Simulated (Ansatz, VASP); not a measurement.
Given: the input of a run of Ansatz 0.2.0 on TiC.

Contents of input.yaml:

```yaml
crystal:
  lattice:
    - [0.0, 2.1364487848, 2.1364487848]
    - [2.1364487848, 0.0, 2.1364487848]
    - [2.1364487848, 2.1364487848, 0.0]
  atoms:
    - { symbol: Ti, position: [0.0, 0.0, 0.0] }
    - { symbol: C, position: [0.5, 0.5, 0.5] }
hamiltonian:
  xc: r2scan
  pseudopotentials: { kind: paw }
kpoints:
  mp_grid: { grid: [11, 11, 11] }
scf:
  occupations: { method: fermi_dirac, width: 0.05 }
output:
  forces: true
  stress: true
  eigenvalues: true
```

Potentials or basis: Ansatz PAW.

Command:

```sh
$ ansatz run input.yaml --threads 2 --pin off --max-ram 5632MiB --backend cpu --events-out ev --progress --plain --runs-dir out
```

Question: Set up the same calculation for VASP 6.6.1. Potentials there: VASP PAW PBE potentials, release 64 (Ti_sv, C).

Answer: As run (the cutoff follows the program's own potentials):

POSCAR

```
TiC
1.0
    0.0000000000      2.1364487848      2.1364487848
    2.1364487848      0.0000000000      2.1364487848
    2.1364487848      2.1364487848      0.0000000000
Ti C
1 1
Direct
    0.0000000000      0.0000000000      0.0000000000
    0.5000000000      0.5000000000      0.5000000000
```

The input INCAR.step1:

```
PREC = Accurate ; ENCUT = 520
ISMEAR = -1 ; SIGMA = 0.05
LREAL = F ; LASPH = T
NELM = 100 ; NBANDS = 15
GGA = PE ; ALGO = Normal
EDIFF = 1E-4 ; LWAVE = T
LCHARG = F
```

File INCAR.step2:

```
PREC = Accurate ; ENCUT = 520
EDIFF = 1E-6 ; ISMEAR = -1
SIGMA = 0.05 ; LREAL = F
LASPH = T ; NELM = 100
ALGO = Normal ; ISIF = 2
LWAVE = F ; LCHARG = F
METAGGA = R2SCAN ; LMIXTAU = T
NBANDS = 15 ; ISTART = 1
```

KPOINTS

```
Automatic mesh
0
Gamma
  11 11 11
```

Potentials or basis: VASP PAW PBE potentials, release 64 (Ti_sv, C).

Run with:

```sh
$ cat potpaw_PBE.64/Ti_sv/POTCAR potpaw_PBE.64/C/POTCAR > POTCAR
$ cp INCAR.step1 INCAR
$ mpirun -np 1 vasp_std > vasp.out
$ cp INCAR.step2 INCAR
$ mpirun -np 1 vasp_std > vasp.out
```

Both were run:

|  | VASP | Ansatz | Ansatz less VASP |
| --- | --- | --- | --- |
| gap on the k mesh at the Fermi level (eV) | none | none | - |
| pressure (GPa) | 11.9 | 10.9 | -1.02 |

VASP's potentials were made for PBE, not for r2SCAN. A gap of «none» marks a metal or a gap that the smearing closes. With one functional, cell and mesh, what is left measures potentials, basis and numerics.
